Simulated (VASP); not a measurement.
# Sn3GeO (Pm-3m) in VASP: a series of runs

Sn3GeO is run at these levels: PBE; tasks: single point, relaxation of cell and atoms.

Everything below comes from runs of VASP 6.6.1. Logs are shortened: lines on timing, memory, paths and dates and some standing lists are left out, and cuts for length are marked.

## 1. The cell of the first run

Symmetry: Pm-3m, No. 221, cubic system. Conventional cell: a = 4.865 Å, b = 4.865 Å, c = 4.865 Å, α = 90.00°, β = 90.00°, γ = 90.00°. Within 3.2 Å of Sn (site symmetry 4/mmm) lie 2 O at 2.43 Å. Within 4.5 Å of Ge (site symmetry m-3m) lie 12 Sn at 3.44 Å and 8 O at 4.21 Å. Within 3.2 Å of O (site symmetry m-3m) lie 6 Sn at 2.43 Å.

## 2. Single point, PBE

Contents of INCAR:

```
SYSTEM = Sn3GeO
  PREC = Accurate
  ENCUT = 520
  EDIFF = 1E-6
  ISMEAR = 0
  SIGMA = 0.1
  LREAL = .False.
  LASPH = .True.
  NELM = 100
  ALGO = Normal
  ISIF = 2
  LWAVE = .False.
  LCHARG = .False.
  GGA = PE
  NBANDS = 39
```

Contents of KPOINTS:

```
Automatic mesh
0
Gamma
  4 4 4
  0 0 0
```

Contents of POSCAR:

```
Sn3GeO
1.0
    4.8648364072      0.0000000000      0.0000000000
    0.0000000000      4.8648364072      0.0000000000
    0.0000000000      0.0000000000      4.8648364072
Sn Ge O
3 1 1
Direct
    0.5000000000      0.0000000000      0.0000000000
    0.0000000000      0.5000000000      0.0000000000
    0.0000000000      0.0000000000      0.5000000000
    0.5000000000      0.5000000000      0.5000000000
    0.0000000000      0.0000000000      0.0000000000
```

Potentials or basis: VASP PAW PBE potentials, release 64 (Sn_d, Ge_d, O).

Started as:

```bash
$ cat potpaw_PBE.64/Sn_d/POTCAR potpaw_PBE.64/Ge_d/POTCAR potpaw_PBE.64/O/POTCAR > POTCAR
$ mpirun -np 1 vasp_std > vasp.out
```

OUTCAR:

```text
SYSTEM = Sn3GeO
   PREC = Accurate
   ENCUT = 520
   EDIFF = 1E-6
   ISMEAR = 0
   LREAL = .False.
   LASPH = .True.
   NELM = 100
   ISIF = 2
   GGA = PE

 ion  position               nearest neighbor table
   1  0.500  0.000  0.000-   5 2.43   5 2.43   2 3.44   3 3.44   2 3.44   2 3.44   3 3.44   3 3.44
                             3 3.44   2 3.44
   2  0.000  0.500  0.000-   5 2.43   5 2.43   1 3.44   3 3.44   1 3.44   3 3.44   3 3.44   3 3.44
                             1 3.44   1 3.44
   3  0.000  0.000  0.500-   5 2.43   5 2.43   1 3.44   1 3.44   2 3.44   2 3.44   2 3.44   2 3.44
                             1 3.44   1 3.44
   4  0.500  0.500  0.500-
   5  0.000  0.000  0.000-   1 2.43   2 2.43   3 2.43   3 2.43   2 2.43   1 2.43

  LATTYP: Found a simple cubic cell.
 ALAT       =     4.8648364072

  Lattice vectors:

 A1 = (   4.8648364072,   0.0000000000,   0.0000000000)
 A2 = (   0.0000000000,   4.8648364072,   0.0000000000)
 A3 = (   0.0000000000,   0.0000000000,   4.8648364072)

Analysis of symmetry for initial positions (statically):
=====================================================================
 Subroutine PRICEL returns:
 Original cell was already a primitive cell.

 Routine SETGRP: Setting up the symmetry group for a
 simple cubic supercell.

 Subroutine GETGRP returns: Found 48 space group operations
 (whereof 48 operations were pure point group operations)
 out of a pool of 48 trial point group operations.

The static configuration has the point symmetry O_h .

Analysis of symmetry for dynamics (positions and initial velocities):
=====================================================================
 Subroutine PRICEL returns:
 Original cell was already a primitive cell.

 Routine SETGRP: Setting up the symmetry group for a
 simple cubic supercell.

 Subroutine GETGRP returns: Found 48 space group operations
 (whereof 48 operations were pure point group operations)
 out of a pool of 48 trial point group operations.

The dynamic configuration has the point symmetry O_h .

 Subroutine INISYM returns: Found 48 space group operations
 (whereof 48 operations are pure point group operations),
 and found     1 'primitive' translations

----------------------------------------------------------------------------------------

                                     Primitive cell
[... 81 lines left out ...]
   NELM   =    100;   NELMIN=  2; NELMDL= -5     # of ELM steps
   EDIFF  = 0.1E-05   stopping-criterion for ELM
   LREAL  =      F    real-space projection
   EDIFFG = 0.1E-04   stopping-criterion for IOM
   NSW    =      0    number of steps for IOM
   IBRION =     -1    ionic relax: 0-MD 1-quasi-New 2-CG
   NFREE  =      0    steps in history (QN), initial steepest desc. (CG)
   ISIF   =      2    stress and relaxation
   ISYM   =      2    0-nonsym 1-usesym 2-fastsym
   POTIM  = 0.5000    time-step for ionic-motion
   TEBEG  =    0.0;   TEEND  =   0.0 temperature during run
   PSTRESS=    0.0 pullay stress
   NELECT =      62.0000    total number of electrons
   NUPDOWN=      -1.0000    fix difference up-down
   EMIN   =  10.00;   EMAX   =-10.00  energy-range for DOS
   EFERMI =   0.00;   METHOD = LEGACY
   ISMEAR =     0;   SIGMA  =   0.10  broadening in eV -4-tet -1-fermi 0-gaus
   EFERMI_NEDOS =   21; number of points for ismear=-14 and -15
   IALGO  =     38    algorithm
   IMIX   =      4    mixing-type and parameters
     AMIX     =   0.40;   BMIX     =  1.00
     AMIX_MAG =   1.60;   BMIX_MAG =  1.00
  volume/ion in A,a.u.               =      23.03       155.39
  Fermi-wavevector in a.u.,A,eV,Ry     =   1.331897  2.516919 24.136033  1.773948
  Thomas-Fermi vector in A             =   2.460873
   LORBIT       =      0    0 simple, 1 ext, 2 COOP (PROOUT), +10 PAW based schemes
   GGA     = PE    functional components
   LHFCALC =     F    Hartree Fock is set to
   AEXX    =    0.0000 exact exchange contribution
   IVDW    =     0    specifies the selected vdW correction
   LEPSILON=     F    determine dielectric tensor
   LRPA    =     F    only Hartree local field effects (RPA)
 non-spin polarized calculation
 Gauss-broadening in eV      SIGMA  =   0.10
  energy-cutoff  :      520.00
  volume of cell :      115.13
 maximum number of plane-waves:      3136
   NGX = 19   NGY = 19   NGZ = 19

 number of electron      61.9999977 magnetization

 Free energy of the ion-electron system (eV)
  ---------------------------------------------------
  ext. energy  EPLUGINS =         0.00000000
  ---------------------------------------------------
  free energy    TOTEN  =       -21.87863771 eV

  energy without entropy =      -21.86947123  energy(sigma->0) =      -21.87405447

 E-fermi :   6.9136     XC(G=0): -10.2742

 val. band max:        6.9079075637   @ k =   0.5000   0.5000   0.0000
 cond. band min:       6.9392481321   @ k =   0.5000   0.0000   0.0000
 fundamental gap:      0.0313405684
 Fermi energy:         6.9136162308

 k-point     1 :       0.0000    0.0000    0.0000
  band No.  band energies     occupation
      1     -17.6199      2.00000
      2     -17.6199      2.00000
      3     -17.6199      2.00000
      4     -17.6185      2.00000
      5     -17.6185      2.00000
      6     -15.0933      2.00000
[... 409 lines left out ...]
     38      12.5111      0.00000
     39      12.5111      0.00000

------------------------ aborting loop because EDIFF is reached ----------------------------------------

  FORCE on cell =-STRESS in cart. coord.  units (eV):
  Direction    XX          YY          ZZ          XY          YZ          ZX
  --------------------------------------------------------------------------------------
  -------------------------------------------------------------------------------------
  Total       -0.2288595     -0.2288595     -0.2288595      0.0000000      0.0000000     -0.0000000
  in kB       -3.1847457     -3.1847457     -3.1847457      0.0000000      0.0000000     -0.0000000
  external PRESSURE =      -3.1847457 kB  Pullay stress =       0.0000000 kB

 VOLUME and BASIS-vectors are now :
 -----------------------------------------------------------------------------
  energy-cutoff  :      520.00
  volume of cell :      115.13
      direct lattice vectors                 reciprocal lattice vectors
     4.864836407  0.000000000  0.000000000     0.205556758  0.000000000  0.000000000
     0.000000000  4.864836407  0.000000000     0.000000000  0.205556758  0.000000000
     0.000000000  0.000000000  4.864836407     0.000000000  0.000000000  0.205556758

 POSITION                                       TOTAL-FORCE (eV/Angst)
 -----------------------------------------------------------------------------------
      2.43242      0.00000      0.00000         0.000000      0.000000      0.000000
      0.00000      2.43242      0.00000         0.000000      0.000000      0.000000
      0.00000      0.00000      2.43242         0.000000      0.000000      0.000000
      2.43242      2.43242      2.43242         0.000000      0.000000      0.000000
      0.00000      0.00000      0.00000         0.000000      0.000000      0.000000
 -----------------------------------------------------------------------------------
    total drift:                                0.000000      0.000000     -0.000000

  FREE ENERGIE OF THE ION-ELECTRON SYSTEM (eV)
  ---------------------------------------------------
  free  energy   TOTEN  =       -21.8786377091 eV

  energy  without entropy=      -21.8694712347  energy(sigma->0) =      -21.87405447
```

Wall time 44 s (1 thread of Intel Xeon 6975P-C, shared host); peak memory 0.22 GiB.

Results:

| Property | Result |
| --- | --- |
| Free energy | -21.8786 eV |
| Pressure | -0.3 GPa |
| Band gap on the k mesh | zero (band 31 reaches 6.94 eV, above the bottom of band 32 at 6.31 eV) |

Caveat: spin-orbit coupling is left out, which moves the levels of the heavy elements.

## 3. Relaxation of cell and atoms, PBE

This run uses another cell than the first one, of 35.61 Å³/atom, 1.547 times its volume.

Contents of INCAR:

```
SYSTEM = Sn3GeO
PREC     = Accurate       ! precision mode
ENCUT    = 600            ! plane-wave cutoff, eV
EDIFF    = 1E-6           ! SCF threshold, eV
ISMEAR   = 0              ! smearing method
SIGMA    = 0.1            ! smearing width, eV
LREAL    = .False.        ! projectors in reciprocal space
LASPH    = .True.         ! aspherical terms in the spheres
NELM     = 100            ! most SCF steps
ALGO     = Normal         ! electronic algorithm
ISIF     = 3              ! what is computed and relaxed
LWAVE    = .False.        ! write WAVECAR
LCHARG   = .False.        ! write CHGCAR
GGA      = PE             ! functional
IBRION   = 2              ! ionic algorithm
NSW      = 90             ! ionic steps
EDIFFG   = -0.04          ! ionic threshold
```

Contents of KPOINTS:

```
regular mesh
0
Gamma
  4 4 4
  0 0 0
```

POSCAR: that of step 2 with these lines changed.

```diff
@@ -2,5 +2,5 @@
 1.0
-    4.8648364072      0.0000000000      0.0000000000
-    0.0000000000      4.8648364072      0.0000000000
-    0.0000000000      0.0000000000      4.8648364072
+    5.6259010600      0.0000000000      0.0000000000
+    0.0000000000      5.6259010600      0.0000000000
+    0.0000000000      0.0000000000      5.6259010600
 Sn Ge O
```

Potentials or basis: VASP PAW PBE potentials, release 64 (Sn_d, Ge_d, O).

Started as:

```bash
$ cat potpaw_PBE.64/Sn_d/POTCAR potpaw_PBE.64/Ge_d/POTCAR potpaw_PBE.64/O/POTCAR > POTCAR
$ mpirun -np 1 vasp_std > vasp.out
```

Wall time 5.6 min (1 thread of Intel Xeon 6975P-C, shared host); peak memory 0.39 GiB.

Results (log left out):

- Free energy: -21.9009 eV
- Relaxed volume: 22.92 Å³/atom
- Relaxed cell: a = 4.857 Å, b = 4.857 Å, c = 4.857 Å, α = 90.00°, β = 90.00°, γ = 90.00°
- Space group after relaxing (to 0.05 Å): Pm-3m (No. 221)
- Energy gained by relaxing: 592.8 meV/atom
- Ionic steps: 4
- Pressure after relaxing: 0.0 GPa
- Band gap on the k mesh: zero (band 31 reaches 6.99 eV, above the bottom of band 32 at 6.37 eV)

The path:
```csv
step,energy change (eV),largest force (eV/Å),pressure (GPa),volume (Å³)
1,0.0000,0.0000,-10.01,178.06
2,-2.7682,0.0000,-4.85,126.66
3,-2.9620,0.0000,-0.55,115.79
4,-2.9641,0.0000,0.04,114.58
```

Final structure:
```
CELL_PARAMETERS angstrom
4.85703 0.00000 0.00000
0.00000 4.85703 0.00000
0.00000 0.00000 4.85703
ATOMIC_POSITIONS crystal
Sn 0.50000 0.00000 0.00000
Sn 0.00000 0.50000 0.00000
Sn 0.00000 0.00000 0.50000
Ge 0.50000 0.50000 0.50000
O 0.00000 0.00000 0.00000
```

Levels at points of the mesh, in eV from the Fermi level:
```
           k point  band 28  band 29  band 30  band 31  band 32  band 33  band 34  band 35
(0.00, 0.00, 0.00)    -5.05    -1.61    -1.61    -1.61     2.13     2.13     2.13     3.98
(0.50, 0.00, 0.00)    -1.61    -1.55    -1.55     0.02     0.67     0.67     1.46     2.45
(0.50, 0.50, 0.00)    -2.59    -1.33    -0.06    -0.06    -0.01     0.12     0.12     1.55
(0.50, 0.50, 0.50)    -4.15    -1.70    -1.70    -1.70    -0.60     4.44     4.44     4.44
```

Caveat: the volume moved by over 15 % at a fixed basis, so the end points are rough; spin-orbit coupling is left out, which moves the levels of the heavy elements.
